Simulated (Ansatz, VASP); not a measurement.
C in VASP and in Ansatz

The input INCAR:

```
SYSTEM = C
  PREC = Accurate
  ENCUT = 520
  EDIFF = 1E-7
  ISMEAR = 0
  SIGMA = 0.05
  LREAL = .False.
  LASPH = .True.
  NELM = 100
  ALGO = Normal
  ISIF = 2
  LWAVE = .False.
  LCHARG = .False.
  GGA = PE
  IVDW = 12
  NBANDS = 11
```

File KPOINTS:

```
regular mesh
0
Gamma
  15 15 15
  0 0 0
```

The input POSCAR:

```
C
1.0
    1.2222513345      0.7056671370      3.3330408480
   -1.2222513345      0.7056671370      3.3330408480
    0.0000000000     -1.4113342740      3.3330408480
C
2
Direct
    0.1590580365      0.1590580365      0.1590580365
    0.8409419635      0.8409419635      0.8409419635
```

Input for Ansatz:

```yaml
crystal:
  lattice:
    - [1.2222513345, 0.705667137, 3.333040848]
    - [-1.2222513345, 0.705667137, 3.333040848]
    - [0.0, -1.411334274, 3.333040848]
  atoms:
    - { symbol: C, position: [0.1590580365, 0.1590580365, 0.1590580365] }
    - { symbol: C, position: [0.8409419635, 0.8409419635, 0.8409419635] }
basis:
  ecutwfc: 520.0
kpoints:
  mp_grid: { grid: [15, 15, 15] }
hamiltonian:
  xc: pbe
  pseudopotentials: { kind: paw, azcp: { folder: soft_1 } }
  dispersion: d3bj
scf:
  occupations: { method: gaussian, width: 0.05 }
output:
  forces: true
  stress: true
  eigenvalues: true
```

Change from the starting cell: mode 4 frozen in at -0.076 Å, equal normal strain along x, y and z -0.0083.

Alike in both runs: task single point; functional PBE; dispersion D3(BJ); k mesh 15 × 15 × 15; occupations gaussian, width 0.05 eV; no spin polarisation.

|  | VASP | Ansatz |
| --- | --- | --- |
| version | VASP 6.6.1 | Ansatz 0.2.0 |
| potentials or method | VASP PAW PBE potentials, release 64 (C), cutoff 520 eV | scalar-relativistic, plane waves, PAW |
| valence electrons in the cell | 8 | 8 |

|  | VASP | Ansatz | Ansatz less VASP |
| --- | --- | --- | --- |
| gap on the k mesh at the Fermi level (eV) | 0.96 | 0.96 | 0.000 |
| least direct gap on the mesh (eV) | 0.96 | 0.96 | 0.000 |
| pressure (GPa) | 6.6 | 6.2 | -0.48 |
| traceless stress, the component that is largest in VASP (GPa) | -10.51 | -9.96 | +0.549 |
| rms of the force components (eV/Å) | 1.431 | 1.437 | +0.0058 |

Atom by atom the forces differ by 0.006 eV/Å (rms over components).
